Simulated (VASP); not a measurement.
Wanted: the native input for a VASP 6.6.1 run.

* Task: single point
* Functional: PBE
* Potentials or basis: VASP PAW PBE potentials, release 64 (Ga_d, N)
* Cutoff: 520 eV
* k mesh: 12 × 12 × 6
* Occupations: gaussian, width 0.05 eV
* Spin: no spin polarisation
* Dipole correction: no
* Further INCAR settings: ALGO = Normal; EDIFF = 1e-07; NBANDS = 26

The structure of GaN lies in POSCAR:

```
GaN
1.0
    3.0368996758      0.0000000000      0.0000000000
   -1.5184498379      2.7539604900      0.0000000000
    0.0000000000      0.0000000000      5.1660000000
Ga N
2 2
Direct
    0.3333333333      0.6666666667      0.0000000000
    0.6666666667      0.3333333333      0.5000000000
    0.3333333333      0.6666666667      0.3750000000
    0.6666666667      0.3333333333      0.8750000000
```

This cell differs from its parent crystal: strain -0.0450 x Voigt [1, 0, 0, 0, 0, 0].

The input as run:

INCAR

```
SYSTEM = GaN
PREC = Accurate
ENCUT = 520
EDIFF = 1E-7
ISMEAR = 0
SIGMA = 0.05
LREAL = .FALSE.
LASPH = .TRUE.
NELM = 80
ALGO = Normal
ISIF = 2
LWAVE = .FALSE.
LCHARG = .FALSE.
GGA = PE
NBANDS = 26
```

KPOINTS

```
Automatic mesh
0
G
  12 12 6
  0 0 0
```

Potentials or basis: VASP PAW PBE potentials, release 64 (Ga_d, N).

The run is started by

```sh
$ cat potpaw_PBE.64/Ga_d/POTCAR potpaw_PBE.64/N/POTCAR > POTCAR
$ mpirun -np 1 vasp_std > vasp.out
```

Results of the run:

```yaml
Pressure: 17.9 GPa
Largest_force: 0.581 eV/Å
Band_gap_on_the_k_mesh: 2.07 eV
```

Caveat: the cell differs from its parent crystal (strain -0.0450 x Voigt [1, 0, 0, 0, 0, 0]); the cell stands under pressure.

Wall time 59 s on 1 thread of Intel(R) Xeon(R) 6975P-C (Granite Rapids), on a shared host, peak memory 0.27 GiB.
